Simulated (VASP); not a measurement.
Input of a VASP 6.6.1 run:

INCAR

```
PREC     = Accurate       # precision mode
ENCUT    = 520            # plane-wave cutoff, eV
EDIFF    = 1E-7           # SCF threshold, eV
ISMEAR   = -1             # smearing method
SIGMA    = 0.1            # smearing width, eV
LREAL    = F              # projectors in reciprocal space
LASPH    = T              # aspherical terms in the spheres
NELM     = 100            # most SCF steps
ALGO     = Normal         # electronic algorithm
ISIF     = 2              # what is computed and relaxed
LWAVE    = F              # write WAVECAR
LCHARG   = F              # write CHGCAR
GGA      = RE             # functional
NBANDS   = 18             # bands
```

KPOINTS

```
Automatic mesh
0
Gamma
  10 10 10
```

File POSCAR:

```
Ta
1.0
    0.0000000000      3.1523596591      3.1523596591
    3.1523596591      0.0000000000      3.1523596591
    3.1523596591      3.1523596591      0.0000000000
Ta
2
Direct
    0.1250000000      0.1250000000      0.1250000000
    0.8750000000      0.8750000000      0.8750000000
```

Potentials or basis: VASP PAW PBE potentials, release 64 (Ta_pv).

Run with:

```bash
$ cat potpaw_PBE.64/Ta_pv/POTCAR > POTCAR
$ mpirun -np 1 vasp_std > vasp.out
```

Predict the pressure.

-4.5 GPa.

Predict the band gap on the k mesh.

zero (band 11 reaches 1.99 eV, above the bottom of band 12 at 1.26 eV).

Caveat: the PAW data sets were made with another functional, which shifts forces and pressure a little; spin-orbit coupling is left out, which moves the levels of the heavy elements.
